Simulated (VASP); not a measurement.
# CdIrS3 (Pm-3m) in VASP: notebook

Runs on CdIrS3. Level: PBE. Tasks: single point, relaxation of cell and atoms.

Everything below comes from runs of VASP 6.6.1. Logs are shortened: lines on timing, memory, paths and dates and some standing lists are left out, and cuts for length are marked.

### Step 1. The cell of the first run

It takes space group Pm-3m (No. 221, cubic). Conventional cell: a = 4.707 Å, b = 4.707 Å, c = 4.707 Å, α = 90.00°, β = 90.00°, γ = 90.00°. Within 4.4 Å of Cd (site symmetry m-3m) lie 12 S at 3.33 Å and 8 Ir at 4.08 Å. Ir (site symmetry m-3m) has 6 S at 2.35 Å within 3.1 Å. S (site symmetry 4/mmm) has 2 Ir at 2.35 Å within 3.1 Å.

### Step 2. Single point, PBE, collinear spin, ferromagnetic start

File INCAR:

```
SYSTEM = CdIrS3
PREC     = Accurate       ! precision mode
ENCUT    = 520            ! plane-wave cutoff, eV
EDIFF    = 1E-6           ! SCF threshold, eV
ISMEAR   = 0              ! smearing method
SIGMA    = 0.1            ! smearing width, eV
LREAL    = .False.        ! projectors in reciprocal space
LASPH    = .True.         ! aspherical terms in the spheres
NELM     = 150            ! most SCF steps
ALGO     = Normal         ! electronic algorithm
ISIF     = 2              ! what is computed and relaxed
LWAVE    = .False.        ! write WAVECAR
LCHARG   = .False.        ! write CHGCAR
ISPIN    = 2              ! spin polarisation
MAGMOM   = 0 1 0 0 0      ! initial moments
LORBIT   = 11             ! projections on sites
LMAXMIX  = 4              ! l up to which the mixer works
GGA      = PE             ! functional
NBANDS   = 32             ! bands
```

File KPOINTS:

```
regular mesh
0
Gamma
  4 4 4
  0 0 0
```

File POSCAR:

```
CdIrS3
1.0
    4.7074731394      0.0000000000      0.0000000000
    0.0000000000      4.7074731394      0.0000000000
    0.0000000000      0.0000000000      4.7074731394
Cd Ir S
1 1 3
Direct
    0.0000000000      0.0000000000      0.0000000000
    0.5000000000      0.5000000000      0.5000000000
    0.5000000000      0.5000000000      0.0000000000
    0.0000000000      0.5000000000      0.5000000000
    0.5000000000      0.0000000000      0.5000000000
```

Potentials or basis: VASP PAW PBE potentials, release 64 (Cd, Ir, S).

Started as:

```bash
> cat potpaw_PBE.64/Cd/POTCAR potpaw_PBE.64/Ir/POTCAR potpaw_PBE.64/S/POTCAR > POTCAR
> mpirun -np 1 vasp_std > vasp.out
```

OUTCAR:

```text
SYSTEM = CdIrS3
   PREC = Accurate
   ENCUT = 520
   EDIFF = 1E-6
   ISMEAR = 0
   LREAL = .False.
   LASPH = .True.
   NELM = 150
   ISIF = 2
   ISPIN = 2
   LORBIT = 11
   GGA = PE

 ion  position               nearest neighbor table
   1  0.000  0.000  0.000-
   2  0.500  0.500  0.500-   3 2.35   4 2.35   5 2.35   3 2.35   5 2.35   4 2.35
   3  0.500  0.500  0.000-   2 2.35   2 2.35
   4  0.000  0.500  0.500-   2 2.35   2 2.35
   5  0.500  0.000  0.500-   2 2.35   2 2.35

  LATTYP: Found a simple cubic cell.
 ALAT       =     4.7074731394

  Lattice vectors:

 A1 = (   4.7074731394,   0.0000000000,   0.0000000000)
 A2 = (   0.0000000000,   4.7074731394,   0.0000000000)
 A3 = (   0.0000000000,   0.0000000000,   4.7074731394)

Analysis of symmetry for initial positions (statically):
=====================================================================
 Subroutine PRICEL returns:
 Original cell was already a primitive cell.

 Routine SETGRP: Setting up the symmetry group for a
 simple cubic supercell.

 Subroutine GETGRP returns: Found 48 space group operations
 (whereof 48 operations were pure point group operations)
 out of a pool of 48 trial point group operations.

The static configuration has the point symmetry O_h .

Analysis of symmetry for dynamics (positions and initial velocities):
=====================================================================
 Subroutine PRICEL returns:
 Original cell was already a primitive cell.

 Routine SETGRP: Setting up the symmetry group for a
 simple cubic supercell.

 Subroutine GETGRP returns: Found 48 space group operations
 (whereof 48 operations were pure point group operations)
 out of a pool of 48 trial point group operations.

The dynamic configuration has the point symmetry O_h .

Analysis of structural, dynamic, and magnetic symmetry:
=====================================================================
 Subroutine PRICEL returns:
 Original cell was already a primitive cell.

 Routine SETGRP: Setting up the symmetry group for a
 simple cubic supercell.

 Subroutine GETGRP returns: Found 48 space group operations
 (whereof 48 operations were pure point group operations)
 out of a pool of 48 trial point group operations.

The overall configuration has the point symmetry O_h .

 Subroutine INISYM returns: Found 48 space group operations
 (whereof 48 operations are pure point group operations),
 and found     1 'primitive' translations

----------------------------------------------------------------------------------------

                                     Primitive cell

  volume of cell :     104.3190

  direct lattice vectors                    reciprocal lattice vectors
     4.707473139  0.000000000  0.000000000     0.212428190  0.000000000  0.000000000
     0.000000000  4.707473139  0.000000000     0.000000000  0.212428190  0.000000000
     0.000000000  0.000000000  4.707473139     0.000000000  0.000000000  0.212428190

  length of vectors
     4.707473139  4.707473139  4.707473139     0.212428190  0.212428190  0.212428190

  position of ions in fractional coordinates (direct lattice)
     0.000000000  0.000000000  0.000000000
     0.500000000  0.500000000  0.500000000
     0.500000000  0.500000000  0.000000000
     0.000000000  0.500000000  0.500000000
     0.500000000  0.000000000  0.500000000

  ion indices of the primitive-cell ions
   primitive index   ion index
                 1           1
                 2           2
                 3           3
                 4           4
                 5           5

----------------------------------------------------------------------------------------

 KPOINTS: regular mesh

Automatic generation of k-mesh.
 Grid dimensions read from file:
 generate k-points for:    4    4    4

 Generating k-lattice:

  Cartesian coordinates                     Fractional coordinates (reciprocal lattice)
     0.053107048  0.000000000  0.000000000     0.250000000  0.000000000  0.000000000
     0.000000000  0.053107048  0.000000000     0.000000000  0.250000000  0.000000000
     0.000000000  0.000000000  0.053107048     0.000000000  0.000000000  0.250000000

  Length of vectors
     0.053107048  0.053107048  0.053107048

  Shift w.r.t. Gamma in fractional coordinates (k-lattice)
     0.000000000  0.000000000  0.000000000

 Subroutine IBZKPT returns following result:
 ===========================================

 Found     10 irreducible k-points:

 Following reciprocal coordinates:
            Coordinates               Weight
  0.000000  0.000000  0.000000      1.000000
  0.250000  0.000000  0.000000      6.000000
  0.500000  0.000000  0.000000      3.000000
  0.250000  0.250000  0.000000     12.000000
  0.500000  0.250000  0.000000     12.000000
  0.500000  0.500000  0.000000      3.000000
  0.250000  0.250000  0.250000      8.000000
  0.500000  0.250000  0.250000     12.000000
  0.500000  0.500000  0.250000      6.000000
  0.500000  0.500000  0.500000      1.000000
   k-points           NKPTS =     10   k-points in BZ     NKDIM =     10   number of bands    NBANDS=     32
   number of dos      NEDOS =    301   number of ions     NIONS =      5
   total plane-waves  NPLWV =  46656
   dimension x,y,z NGX =    36 NGY =   36 NGZ =   36
   dimension x,y,z NGXF=    72 NGYF=   72 NGZF=   72
   ions per type =               1   1   3
   NGX,Y,Z   is equivalent  to a cutoff of  12.71, 12.71, 12.71 a.u.
   NGXF,Y,Z  is equivalent  to a cutoff of  25.43, 25.43, 25.43 a.u.
 SYSTEM =  CdIrS3
   PREC   = accura    normal or accurate (medium, high low for compatibility)
   ISTART =      0    job   : 0-new  1-cont  2-samecut
   ICHARG =      2    charge: 1-file 2-atom 10-const
   ISPIN  =      2    spin polarized calculation?
   LNONCOLLINEAR =      F non collinear calculations
   LSORBIT =      F    spin-orbit coupling
   LASPH  =      T    aspherical Exc in radial PAW
   ENCUT  =  520.0 eV  38.22 Ry    6.18 a.u.   8.75  8.75  8.75*2*pi/ulx,y,z
   NELM   =    150;   NELMIN=  2; NELMDL= -5     # of ELM steps
   EDIFF  = 0.1E-05   stopping-criterion for ELM
   LREAL  =      F    real-space projection
   EDIFFG = 0.1E-04   stopping-criterion for IOM
   NSW    =      0    number of steps for IOM
   IBRION =     -1    ionic relax: 0-MD 1-quasi-New 2-CG
   NFREE  =      0    steps in history (QN), initial steepest desc. (CG)
   ISIF   =      2    stress and relaxation
   ISYM   =      2    0-nonsym 1-usesym 2-fastsym
   POTIM  = 0.5000    time-step for ionic-motion
   TEBEG  =    0.0;   TEEND  =   0.0 temperature during run
   PSTRESS=    0.0 pullay stress
   NELECT =      39.0000    total number of electrons
   NUPDOWN=      -1.0000    fix difference up-down
   EMIN   =  10.00;   EMAX   =-10.00  energy-range for DOS
   EFERMI =   0.00;   METHOD = LEGACY
   ISMEAR =     0;   SIGMA  =   0.10  broadening in eV -4-tet -1-fermi 0-gaus
   EFERMI_NEDOS =   21; number of points for ismear=-14 and -15
   IALGO  =     38    algorithm
   IMIX   =      4    mixing-type and parameters
     AMIX     =   0.40;   BMIX     =  1.00
     AMIX_MAG =   1.60;   BMIX_MAG =  1.00
  volume/ion in A,a.u.               =      20.86       140.80
  Fermi-wavevector in a.u.,A,eV,Ry     =   1.179348  2.228644 18.923811  1.390861
  Thomas-Fermi vector in A             =   2.315660
   LORBIT       =     11    0 simple, 1 ext, 2 COOP (PROOUT), +10 PAW based schemes
   GGA     = PE    functional components
   LHFCALC =     F    Hartree Fock is set to
   AEXX    =    0.0000 exact exchange contribution
   IVDW    =     0    specifies the selected vdW correction
   LEPSILON=     F    determine dielectric tensor
   LRPA    =     F    only Hartree local field effects (RPA)
 spin polarized calculation
 Gauss-broadening in eV      SIGMA  =   0.10
  energy-cutoff  :      520.00
  volume of cell :      104.32
 maximum number of plane-waves:      2832
 NGX is ok and might be reduce to    36
   NGX = 17   NGY = 17   NGZ = 17

 number of electron      39.0000019 magnetization       0.0019705

 Free energy of the ion-electron system (eV)
  ---------------------------------------------------
  ext. energy  EPLUGINS =         0.00000000
  ---------------------------------------------------
  free energy    TOTEN  =       -20.08932176 eV

  energy without entropy =      -20.05687328  energy(sigma->0) =      -20.07309752

 E-fermi :   3.8271     XC(G=0): -10.2090

 val. band max:        3.8151272189   @ k =   0.5000   0.2500   0.0000
 cond. band min:       3.9912021901   @ k =   0.2500   0.0000   0.0000
 fundamental gap:      0.1760749711
 Fermi energy:         3.8271274974

 spin component 1

 k-point     1 :       0.0000    0.0000    0.0000
  band No.  band energies     occupation
      1     -10.1241      1.00000
      2      -8.3826      1.00000
      3      -8.3826      1.00000
      4      -3.9944      1.00000
      5      -3.9944      1.00000
      6      -3.9944      1.00000
[... 329 lines left out ...]
     30      13.4766      0.00000
     31      13.4766      0.00000
 Fermi energy:         3.8271274974

 spin component 2

 k-point     1 :       0.0000    0.0000    0.0000
  band No.  band energies     occupation
      1     -10.1237      1.00000
      2      -8.3822      1.00000
      3      -8.3822      1.00000
      4      -3.9944      1.00000
      5      -3.9944      1.00000
      6      -3.9944      1.00000
[... 329 lines left out ...]
     30      13.4769      0.00000
     31      13.4769      0.00000
 [bands above 31 left out]

------------------------ aborting loop because EDIFF is reached ----------------------------------------

  FORCE on cell =-STRESS in cart. coord.  units (eV):
  Direction    XX          YY          ZZ          XY          YZ          ZX
  --------------------------------------------------------------------------------------
  -------------------------------------------------------------------------------------
  Total        0.2413815      0.2413815      0.2413815     -0.0000000     -0.0000000     -0.0000000
  in kB        3.7072419      3.7072419      3.7072419     -0.0000000     -0.0000000     -0.0000000
  external PRESSURE =       3.7072419 kB  Pullay stress =       0.0000000 kB

 VOLUME and BASIS-vectors are now :
 -----------------------------------------------------------------------------
  energy-cutoff  :      520.00
  volume of cell :      104.32
      direct lattice vectors                 reciprocal lattice vectors
     4.707473139  0.000000000  0.000000000     0.212428190  0.000000000  0.000000000
     0.000000000  4.707473139  0.000000000     0.000000000  0.212428190  0.000000000
     0.000000000  0.000000000  4.707473139     0.000000000  0.000000000  0.212428190

 POSITION                                       TOTAL-FORCE (eV/Angst)
 -----------------------------------------------------------------------------------
      0.00000      0.00000      0.00000         0.000000      0.000000      0.000000
      2.35374      2.35374      2.35374         0.000000      0.000000      0.000000
      2.35374      2.35374      0.00000         0.000000      0.000000      0.000000
      0.00000      2.35374      2.35374         0.000000      0.000000      0.000000
      2.35374      0.00000      2.35374         0.000000      0.000000      0.000000
 -----------------------------------------------------------------------------------
    total drift:                                0.000000      0.000000      0.000000

  FREE ENERGIE OF THE ION-ELECTRON SYSTEM (eV)
  ---------------------------------------------------
  free  energy   TOTEN  =       -20.0893217620 eV

  energy  without entropy=      -20.0568732802  energy(sigma->0) =      -20.07309752

 total charge

# of ion       s       p       d       tot
------------------------------------------
    1        0.448   0.089   9.567  10.104
    2        0.618   0.641   7.073   8.331
    3        1.371   2.261   0.000   3.632
    4        1.371   2.261   0.000   3.632
    5        1.371   2.261   0.000   3.632
--------------------------------------------------
tot          5.180   7.513  16.639  29.333

 magnetization (x)

# of ion       s       p       d       tot
------------------------------------------
    1       -0.000   0.000   0.000  -0.000
    2        0.000   0.000   0.001   0.001
    3        0.000   0.000   0.000   0.000
    4        0.000   0.000   0.000   0.000
    5        0.000   0.000   0.000   0.000
--------------------------------------------------
tot          0.000   0.001   0.001   0.001
```

It took 80 s on 1 thread of Intel Xeon Platinum 8259CL at 2.50GHz (Skylake/Cascade Lake), shared host; peak memory 0.27 GiB.

What came out:

| Quantity | Value |
| --- | --- |
| Free energy | -20.0893 eV |
| Pressure | 0.4 GPa |
| Net moment | 0.00 μB per cell |
| Valence electrons inside the program's atomic spheres | Cd 10.10; Ir 8.33; S 3.63 |

Caveat: spin-orbit coupling is left out, which moves the levels of the heavy elements.

### Step 3. Relaxation of cell and atoms, PBE, collinear spin, ferromagnetic start

This run uses another cell than the first one, of 18.39 Å³/atom, 0.881 times its volume.

Edit INCAR of step 2 so:

```diff
@@ -2,3 +2,3 @@
 PREC     = Accurate       ! precision mode
-ENCUT    = 520            ! plane-wave cutoff, eV
+ENCUT    = 600            ! plane-wave cutoff, eV
 EDIFF    = 1E-6           ! SCF threshold, eV
@@ -10,3 +10,3 @@
 ALGO     = Normal         ! electronic algorithm
-ISIF     = 2              ! what is computed and relaxed
+ISIF     = 3              ! what is computed and relaxed
 LWAVE    = .False.        ! write WAVECAR
@@ -18,2 +18,4 @@
 GGA      = PE             ! functional
-NBANDS   = 32             ! bands
+IBRION   = 2              ! ionic algorithm
+NSW      = 90             ! ionic steps
+EDIFFG   = -0.04          ! ionic threshold
```

KPOINTS is that of step 2.

Edit POSCAR of step 2 so:

```diff
@@ -2,5 +2,5 @@
 1.0
-    4.7074731394      0.0000000000      0.0000000000
-    0.0000000000      4.7074731394      0.0000000000
-    0.0000000000      0.0000000000      4.7074731394
+    4.5133900600      0.0000000000      0.0000000000
+    0.0000000000      4.5133900600      0.0000000000
+    0.0000000000      0.0000000000      4.5133900600
 Cd Ir S
```

Potentials or basis: VASP PAW PBE potentials, release 64 (Cd, Ir, S).

Started as:

```bash
> cat potpaw_PBE.64/Cd/POTCAR potpaw_PBE.64/Ir/POTCAR potpaw_PBE.64/S/POTCAR > POTCAR
> mpirun -np 1 vasp_std > vasp.out
```

OUTCAR:

```text
SYSTEM = CdIrS3
   PREC = Accurate
   ENCUT = 600
   EDIFF = 1E-6
   ISMEAR = 0
   LREAL = .False.
   LASPH = .True.
   NELM = 150
   ISIF = 3
   ISPIN = 2
   LORBIT = 11
   GGA = PE
   IBRION = 2
   NSW = 90
   EDIFFG = -0.04

 ion  position               nearest neighbor table
   1  0.000  0.000  0.000-   3 3.19   4 3.19   5 3.19   4 3.19   5 3.19   3 3.19   4 3.19   4 3.19
                             3 3.19   5 3.19   5 3.19   3 3.19
   2  0.500  0.500  0.500-   3 2.26   4 2.26   5 2.26   3 2.26   5 2.26   4 2.26
   3  0.500  0.500  0.000-   2 2.26   2 2.26   1 3.19   1 3.19   1 3.19   1 3.19
   4  0.000  0.500  0.500-   2 2.26   2 2.26   1 3.19   1 3.19   1 3.19   1 3.19
   5  0.500  0.000  0.500-   2 2.26   2 2.26   1 3.19   1 3.19   1 3.19   1 3.19

  LATTYP: Found a simple cubic cell.
 ALAT       =     4.5133900600

[... 1369 lines left out ...]

 number of electron      39.0000022 magnetization       0.0000008

 Free energy of the ion-electron system (eV)
  ---------------------------------------------------
  ext. energy  EPLUGINS =         0.00000000
  ---------------------------------------------------
  free energy    TOTEN  =       -20.08718951 eV

  energy without entropy =      -20.05494316  energy(sigma->0) =      -20.07106634

 E-fermi :   3.7701     XC(G=0): -10.1822

 val. band max:        3.7579497552   @ k =   0.5000   0.2500   0.0000
 cond. band min:       3.9350590465   @ k =   0.2500   0.0000   0.0000
 fundamental gap:      0.1771092913
 Fermi energy:         3.7701190666
[... 575 lines left out ...]
  FREE ENERGIE OF THE ION-ELECTRON SYSTEM (eV)
  ---------------------------------------------------
  free  energy   TOTEN  =       -20.0871895131 eV

  energy  without entropy=      -20.0549431571  energy(sigma->0) =      -20.07106634

 reached required accuracy - stopping structural energy minimisation

 total charge

# of ion       s       p       d       tot
------------------------------------------
    1        0.448   0.088   9.567  10.103
    2        0.615   0.634   7.066   8.315
    3        1.371   2.259   0.000   3.630
    4        1.371   2.259   0.000   3.630
    5        1.371   2.259   0.000   3.630
--------------------------------------------------
tot          5.177   7.498  16.633  29.308

 magnetization (x)

# of ion       s       p       d       tot
------------------------------------------
    1       -0.000   0.000  -0.000  -0.000
    2        0.000   0.000   0.000   0.000
    3        0.000   0.000   0.000   0.000
    4        0.000   0.000   0.000   0.000
    5        0.000   0.000   0.000   0.000
--------------------------------------------------
tot          0.000   0.000   0.000   0.000
```

Wall time 2.4 min (1 thread of Intel Xeon Platinum 8259CL at 2.50GHz (Skylake/Cascade Lake), shared host); peak memory 0.27 GiB.

What came out:

| Property | Result |
| --- | --- |
| Free energy | -20.0872 eV |
| Relaxed volume | 20.98 Å³/atom |
| Relaxed cell | a = 4.716 Å, b = 4.716 Å, c = 4.716 Å, α = 90.00°, β = 90.00°, γ = 90.00° |
| Space group after relaxing (to 0.05 Å) | Pm-3m (No. 221) |
| Energy gained by relaxing | 109.3 meV/atom |
| Ionic steps | 3 |
| Pressure after relaxing | -0.1 GPa |
| Net moment | 0.00 μB per cell |
| Valence electrons inside the program's atomic spheres | Cd 10.10; Ir 8.31; S 3.63 |

Step by step:
| step | energy change (eV) | largest force (eV/Å) | pressure (GPa) | volume (Å³) |
| --- | --- | --- | --- | --- |
| 1 | 0.0000 | 0.0000 | 15.41 | 91.94 |
| 2 | -0.1973 | 0.0000 | -7.84 | 117.54 |
| 3 | -0.5467 | 0.0000 | -0.11 | 104.90 |

Final structure:
```
Cd Ir S
1.0
     4.71615    0.00000    0.00000
     0.00000    4.71615    0.00000
     0.00000    0.00000    4.71615
Cd Ir S
1 1 3
Direct
  0.00000 0.00000 0.00000
  0.50000 0.50000 0.50000
  0.50000 0.50000 0.00000
  0.00000 0.50000 0.50000
  0.50000 0.00000 0.50000
```

Caveat: spin-orbit coupling is left out, which moves the levels of the heavy elements.
